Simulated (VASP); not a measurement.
# ZnRh3 (I4/mmm) in VASP: further runs

Runs on ZnRh3. Level: LDA. Tasks: single point.

Program: VASP 6.6.1. These are calculated values, not measurements. Logs are shortened: lines on timing, memory, paths and dates and some standing lists are left out, and cuts for length are marked.

### Step 1. The cell of the first run

The structure is tetragonal, space group I4/mmm (No. 139). The conventional cell has a = 3.796 Å, b = 3.796 Å, c = 7.576 Å, α = 90.00°, β = 90.00°, γ = 90.00°. Within 3.5 Å of Zn (site symmetry 4/mmm) lie 12 Rh at 2.68 Å. Within 3.5 Å of Rh (site symmetry -4m2) lie 4 Zn at 2.68 Å and 8 Rh at 2.68 Å. Within 3.5 Å of Rh (site symmetry 4/mmm) lie 8 Rh at 2.68 Å and 4 Zn at 2.68 Å.

### Step 2. Single point, LDA

INCAR

```
PREC     = Accurate       # precision mode
ENCUT    = 620            # plane-wave cutoff, eV
EDIFF    = 1E-6           # SCF threshold, eV
ISMEAR   = -1             # smearing method
SIGMA    = 0.1            # smearing width, eV
LREAL    = F              # projectors in reciprocal space
LASPH    = T              # aspherical terms in the spheres
NELM     = 120            # most SCF steps
ALGO     = Normal         # electronic algorithm
ISIF     = 2              # what is computed and relaxed
LWAVE    = F              # write WAVECAR
LCHARG   = F              # write CHGCAR
GGA      = CA             # functional
NBANDS   = 40             # bands
GGA_COMPAT= F
```

KPOINTS

```
Automatic mesh
0
Gamma
  7 7 7
```

POSCAR

```
ZnRh3
1.0
   -1.8981420000      1.8981420000      3.7881810000
    1.8981420000     -1.8981420000      3.7881810000
    1.8981420000      1.8981420000     -3.7881810000
Zn Rh
1 3
Direct
    0.0000000000      0.0000000000      0.0000000000
    0.7500000000      0.2500000000      0.5000000000
    0.2500000000      0.7500000000      0.5000000000
    0.5000000000      0.5000000000      0.0000000000
```

Potentials or basis: VASP PAW LDA potentials, release 64 (Zn, Rh_sv_GW).

Command:

```console
cat potpaw_LDA.64/Zn/POTCAR potpaw_LDA.64/Rh_sv_GW/POTCAR > POTCAR
mpirun -np 1 vasp_std > vasp.out
```

OUTCAR:

```text
PREC = Accurate
   ENCUT = 620
   EDIFF = 1E-6
   ISMEAR = -1
   LREAL = F
   LASPH = T
   NELM = 120
   ISIF = 2
   GGA = CA

 ion  position               nearest neighbor table
   1  0.000  0.000  0.000-   2 2.68   3 2.68   2 2.68   3 2.68   2 2.68   3 2.68   2 2.68   3 2.68
                             4 2.68   4 2.68   4 2.68   4 2.68
   2  0.750  0.250  0.500-   1 2.68   1 2.68   1 2.68   1 2.68
   3  0.250  0.750  0.500-   1 2.68   1 2.68   1 2.68   1 2.68
   4  0.500  0.500  0.000-   1 2.68   1 2.68   1 2.68   1 2.68

  LATTYP: Found a body centered tetragonal cell.
 ALAT       =     3.7962840000
 C/A-ratio  =     1.9957310886

  Lattice vectors:

 A1 = (  -1.8981420000,   1.8981420000,   3.7881810000)
 A2 = (   1.8981420000,  -1.8981420000,   3.7881810000)
 A3 = (   1.8981420000,   1.8981420000,  -3.7881810000)

Analysis of symmetry for initial positions (statically):
=====================================================================
 Subroutine PRICEL returns:
 Original cell was already a primitive cell.

 Routine SETGRP: Setting up the symmetry group for a
 body centered tetragonal supercell.

 Subroutine GETGRP returns: Found 16 space group operations
 (whereof 16 operations were pure point group operations)
 out of a pool of 16 trial point group operations.

The static configuration has the point symmetry D_4h.

Analysis of symmetry for dynamics (positions and initial velocities):
=====================================================================
 Subroutine PRICEL returns:
 Original cell was already a primitive cell.

 Routine SETGRP: Setting up the symmetry group for a
 body centered tetragonal supercell.

 Subroutine GETGRP returns: Found 16 space group operations
 (whereof 16 operations were pure point group operations)
 out of a pool of 16 trial point group operations.

The dynamic configuration has the point symmetry D_4h.

 Subroutine INISYM returns: Found 16 space group operations
 (whereof 16 operations are pure point group operations),
 and found     1 'primitive' translations

----------------------------------------------------------------------------------------

                                     Primitive cell

  volume of cell :      54.5944

  direct lattice vectors                    reciprocal lattice vectors
    -1.898142000  1.898142000  3.788181000     0.000000000  0.263415487  0.131989469
     1.898142000 -1.898142000  3.788181000     0.263415487  0.000000000  0.131989469
     1.898142000  1.898142000 -3.788181000     0.263415487  0.263415487  0.000000000

  length of vectors
     4.642865645  4.642865645  4.642865645     0.294633567  0.294633567  0.372525755

  position of ions in fractional coordinates (direct lattice)
     0.000000000  0.000000000  0.000000000
     0.750000000  0.250000000  0.500000000
     0.250000000  0.750000000  0.500000000
     0.500000000  0.500000000  0.000000000

  ion indices of the primitive-cell ions
   primitive index   ion index
                 1           1
                 2           2
                 3           3
                 4           4

----------------------------------------------------------------------------------------

 KPOINTS: Automatic mesh

Automatic generation of k-mesh.
 Grid dimensions read from file:
 generate k-points for:    7    7    7

 Generating k-lattice:

  Cartesian coordinates                     Fractional coordinates (reciprocal lattice)
     0.000000000  0.037630784  0.018855638     0.142857143  0.000000000  0.000000000
     0.037630784  0.000000000  0.018855638     0.000000000  0.142857143  0.000000000
     0.037630784  0.037630784  0.000000000     0.000000000  0.000000000  0.142857143

  Length of vectors
     0.042090510  0.042090510  0.053217965

  Shift w.r.t. Gamma in fractional coordinates (k-lattice)
     0.000000000  0.000000000  0.000000000

 Subroutine IBZKPT returns following result:
 ===========================================

 Found     40 irreducible k-points:

 Following reciprocal coordinates:
            Coordinates               Weight
  0.000000  0.000000  0.000000      1.000000
  0.142857 -0.000000  0.000000      8.000000
  0.285714 -0.000000  0.000000      8.000000
  0.428571 -0.000000  0.000000      8.000000
  0.142857  0.142857  0.000000      8.000000
  0.285714  0.142857  0.000000     16.000000
[... 16 lines left out ...]
 -0.142857  0.285714  0.142857      8.000000
 -0.428571  0.428571  0.142857      8.000000
 [... further k-points ...]
   k-points           NKPTS =     40   k-points in BZ     NKDIM =     40   number of bands    NBANDS=     40
   number of dos      NEDOS =    301   number of ions     NIONS =      4
   total plane-waves  NPLWV =  64000
   dimension x,y,z NGX =    40 NGY =   40 NGZ =   40
   dimension x,y,z NGXF=    80 NGYF=   80 NGZF=   80
   ions per type =               1   3
   NGX,Y,Z   is equivalent  to a cutoff of  14.32, 14.32, 14.32 a.u.
   NGXF,Y,Z  is equivalent  to a cutoff of  28.65, 28.65, 28.65 a.u.
 SYSTEM =  unknown system
   PREC   = accura    normal or accurate (medium, high low for compatibility)
   ISTART =      0    job   : 0-new  1-cont  2-samecut
   ICHARG =      2    charge: 1-file 2-atom 10-const
   ISPIN  =      1    spin polarized calculation?
   LNONCOLLINEAR =      F non collinear calculations
   LSORBIT =      F    spin-orbit coupling
   LASPH  =      T    aspherical Exc in radial PAW
   ENCUT  =  620.0 eV  45.57 Ry    6.75 a.u.   9.43  9.43  9.43*2*pi/ulx,y,z
   NELM   =    120;   NELMIN=  2; NELMDL= -5     # of ELM steps
   EDIFF  = 0.1E-05   stopping-criterion for ELM
   LREAL  =      F    real-space projection
   EDIFFG = 0.1E-04   stopping-criterion for IOM
   NSW    =      0    number of steps for IOM
   IBRION =     -1    ionic relax: 0-MD 1-quasi-New 2-CG
   NFREE  =      0    steps in history (QN), initial steepest desc. (CG)
   ISIF   =      2    stress and relaxation
   ISYM   =      2    0-nonsym 1-usesym 2-fastsym
   POTIM  = 0.5000    time-step for ionic-motion
   TEBEG  =    0.0;   TEEND  =   0.0 temperature during run
   PSTRESS=    0.0 pullay stress
   NELECT =      63.0000    total number of electrons
   NUPDOWN=      -1.0000    fix difference up-down
   EMIN   =  10.00;   EMAX   =-10.00  energy-range for DOS
   EFERMI =   0.00;   METHOD = LEGACY
   ISMEAR =    -1;   SIGMA  =   0.10  broadening in eV -4-tet -1-fermi 0-gaus
   EFERMI_NEDOS =   21; number of points for ismear=-14 and -15
   IALGO  =     38    algorithm
   IMIX   =      4    mixing-type and parameters
     AMIX     =   0.40;   BMIX     =  1.00
     AMIX_MAG =   1.60;   BMIX_MAG =  1.00
  volume/ion in A,a.u.               =      13.65        92.11
  Fermi-wavevector in a.u.,A,eV,Ry     =   1.717140  3.244924 40.117716  2.948569
  Thomas-Fermi vector in A             =   2.794195
   LORBIT       =      0    0 simple, 1 ext, 2 COOP (PROOUT), +10 PAW based schemes
   GGA     = CA    functional components
   LHFCALC =     F    Hartree Fock is set to
   AEXX    =    0.0000 exact exchange contribution
   IVDW    =     0    specifies the selected vdW correction
   LEPSILON=     F    determine dielectric tensor
   LRPA    =     F    only Hartree local field effects (RPA)
 non-spin polarized calculation
  energy-cutoff  :      620.00
  volume of cell :       54.59
 maximum number of plane-waves:      1959
 NGX is ok and might be reduce to    40
   NGX = 19   NGY = 19   NGZ = 19

 number of electron      63.0000007 magnetization

 Free energy of the ion-electron system (eV)
  ---------------------------------------------------
  ext. energy  EPLUGINS =         0.00000000
  ---------------------------------------------------
  free energy    TOTEN  =       -26.00523954 eV

  energy without entropy =      -25.89369838  energy(sigma->0) =      -25.94946896

 E-fermi :   8.5247     XC(G=0): -13.9738

 val. band max:        8.5215936390   @ k =   0.2857   0.2857   0.1429
 cond. band min:       8.5508353191   @ k =   0.1429   0.1429   0.0000
 fundamental gap:      0.0292416801
 Fermi energy:         8.5247210011

 k-point     1 :       0.0000    0.0000    0.0000
  band No.  band energies     occupation
      1     -69.5552      2.00000
      2     -69.3871      2.00000
      3     -69.3294      2.00000
      4     -37.8658      2.00000
      5     -37.6962      2.00000
      6     -37.6962      2.00000
[... 32 lines left out ...]
     39      17.0752      0.00000
     40      18.8240      0.00000

 k-point     2 :       0.1429   -0.0000    0.0000
  band No.  band energies     occupation
      1     -69.5519      2.00000
      2     -69.3863      2.00000
      3     -69.3333      2.00000
      4     -37.8621      2.00000
      5     -37.7240      2.00000
      6     -37.7193      2.00000
[... 32 lines left out ...]
     39      17.9450      0.00000
     40      19.3231      0.00000

 k-point     3 :       0.2857   -0.0000    0.0000
  band No.  band energies     occupation
      1     -69.5445      2.00000
      2     -69.3827      2.00000
      3     -69.3442      2.00000
      4     -37.8440      2.00000
      5     -37.7499      2.00000
      6     -37.7322      2.00000
[... 32 lines left out ...]
     39      19.1100      0.00000
     40      20.0464      0.00000

 k-point     4 :       0.4286   -0.0000    0.0000
  band No.  band energies     occupation
      1     -69.5385      2.00000
      2     -69.3739      2.00000
      3     -69.3589      2.00000
      4     -37.8276      2.00000
      5     -37.7468      2.00000
      6     -37.7372      2.00000
[... 32 lines left out ...]
     39      18.3240      0.00000
     40      20.5187      0.00000
[... 772 lines left out ...]
     39      18.4996      0.00000
     40      18.8577      0.00000

 k-point    23 :      -0.1429    0.2857    0.1429
  band No.  band energies     occupation
      1     -69.5401      2.00000
      2     -69.3712      2.00000
      3     -69.3601      2.00000
      4     -37.8303      2.00000
      5     -37.7572      2.00000
      6     -37.7252      2.00000
[... 32 lines left out ...]
     39      18.7774      0.00000
     40      19.6680      0.00000

 k-point    24 :      -0.4286    0.4286    0.1429
  band No.  band energies     occupation
      1     -69.5335      2.00000
      2     -69.3745      2.00000
      3     -69.3629      2.00000
      4     -37.8641      2.00000
      5     -37.8284      2.00000
      6     -37.7111      2.00000
[... 32 lines left out ...]
     39      19.2329      0.00000
     40      19.5625      0.00000

 [... further k-points ...]

------------------------ aborting loop because EDIFF is reached ----------------------------------------

  FORCE on cell =-STRESS in cart. coord.  units (eV):
  Direction    XX          YY          ZZ          XY          YZ          ZX
  --------------------------------------------------------------------------------------
  -------------------------------------------------------------------------------------
  Total       -3.3197861     -3.3197861     -3.1577412      0.0000000     -0.0000000     -0.0000000
  in kB      -97.4254838    -97.4254838    -92.6699664      0.0000000     -0.0000000     -0.0000000
  external PRESSURE =     -95.8403113 kB  Pullay stress =       0.0000000 kB

 VOLUME and BASIS-vectors are now :
 -----------------------------------------------------------------------------
  energy-cutoff  :      620.00
  volume of cell :       54.59
      direct lattice vectors                 reciprocal lattice vectors
    -1.898142000  1.898142000  3.788181000     0.000000000  0.263415487  0.131989469
     1.898142000 -1.898142000  3.788181000     0.263415487  0.000000000  0.131989469
     1.898142000  1.898142000 -3.788181000     0.263415487  0.263415487  0.000000000

 POSITION                                       TOTAL-FORCE (eV/Angst)
 -----------------------------------------------------------------------------------
      0.00000      0.00000      0.00000        -0.000000     -0.000000      0.000000
      0.00000      1.89814      1.89409         0.000000      0.000000      0.000000
      1.89814      0.00000      1.89409        -0.000000     -0.000000     -0.000000
      0.00000      0.00000      3.78818        -0.000000     -0.000000      0.000000
 -----------------------------------------------------------------------------------
    total drift:                               -0.000000     -0.000000      0.000000

  FREE ENERGIE OF THE ION-ELECTRON SYSTEM (eV)
  ---------------------------------------------------
  free  energy   TOTEN  =       -26.0052395407 eV

  energy  without entropy=      -25.8936983773  energy(sigma->0) =      -25.94946896
```

Wall time 1.7 min (1 thread of AMD EPYC 9R45 (Zen 5), shared host); peak memory 0.24 GiB.

What came out:

```
Free energy            : -26.0052 eV
Pressure               : -9.6 GPa
Band gap on the k mesh : zero (an odd number of electrons rules out a gap without spin polarisation)
```

Stress tensor (GPa, compression positive):
```
-9.74  0.00  0.00
 0.00 -9.74  0.00
 0.00  0.00 -9.27
```

Caveat: the cell stands under tension.

### Step 3. Single point, LDA

INCAR

```
PREC     = Accurate       # precision mode
ENCUT    = 620            # plane-wave cutoff, eV
EDIFF    = 1E-6           # SCF threshold, eV
ISMEAR   = -1             # smearing method
SIGMA    = 0.1            # smearing width, eV
LREAL    = False          # projectors in reciprocal space
LASPH    = True           # aspherical terms in the spheres
NELM     = 120            # most SCF steps
ALGO     = Normal         # electronic algorithm
ISIF     = 2              # what is computed and relaxed
LWAVE    = False          # write WAVECAR
LCHARG   = False          # write CHGCAR
NBANDS   = 40             # bands
GGA_COMPAT= False
```

KPOINTS

```
regular mesh
0
Gamma
  8 8 8
```

POSCAR is that of step 2.

Potentials or basis: VASP PAW LDA potentials, release 64 (Zn, Rh_sv_GW).

Command:

```console
cat potpaw_LDA.64/Zn/POTCAR potpaw_LDA.64/Rh_sv_GW/POTCAR > POTCAR
mpirun -np 1 vasp_std > vasp.out
```

It took 3.8 min on 1 thread of Intel Xeon Platinum 8259CL at 2.50GHz (Skylake/Cascade Lake), shared host; peak memory 0.31 GiB.

It converged, with:

```yaml
Free_energy: -25.9988 eV
Pressure: -9.5 GPa
Band_gap_on_the_k_mesh: zero (an odd number of electrons rules out a gap without spin polarisation)
```

Stress tensor (GPa, compression positive):
```
-9.71  0.00  0.00
 0.00 -9.71  0.00
 0.00  0.00 -9.14
```

Levels at points of the mesh, in eV from the Fermi level:
```tsv
k point	band 28	band 29	band 30	band 31	band 32	band 33	band 34	band 35
(0.00, 0.00, 0.00)	-0.81	-0.78	0.05	0.05	0.24	1.38	2.23	7.04
(0.50, 0.00, 0.00)	-1.86	-1.16	-1.11	-1.02	-0.99	0.44	0.96	3.82
(0.50, 0.50, 0.00)	-1.23	-0.69	-0.49	-0.42	0.25	0.34	0.65	0.72
(0.50, 0.50, 0.50)	-1.18	-0.51	0.13	0.51	0.51	0.73	1.37	2.14
```

Caveat: the cell stands under tension.

The gap in the log of VASP goes by the Fermi energy; the results here count the filled bands.